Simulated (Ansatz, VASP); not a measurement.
## Pt: VASP beside Ansatz

```
Pt
1.0
     2.75387    0.00000    0.00000
     0.00000    3.89456    0.00000
     0.00000    0.00000   14.23910
Pt
5
Direct
  0.00000 0.00000 0.31603
  0.50000 0.50000 0.39737
  0.00000 0.00000 0.50000
  0.50000 0.50000 0.60263
  0.00000 0.00000 0.68397
```

Alike in both runs: task single point; functional LDA; k mesh 12 × 9 × 1; occupations fermi-dirac, width 0.08 eV; no spin polarisation.

|  | VASP | Ansatz |
| --- | --- | --- |
| version | VASP 6.6.1 | Ansatz 0.2.0 |
| potentials or method | VASP PAW LDA potentials, release 64 (Pt), cutoff 520 eV | all-electron LAPW, scalar-relativistic |

```csv
,VASP,Ansatz,Ansatz less VASP
rms of the force components (eV/Å),0.019,0.004,-0.0151
```

LDA's correlation is that of Perdew and Zunger in VASP and of Perdew and Wang (1992) in Ansatz. Atom by atom the forces differ by 0.021 eV/Å (rms over components). Ansatz ran all-electron here, and VASP with PAW potentials. Ansatz's warnings: vacuum density over bound.

Spin-orbit coupling is off throughout.
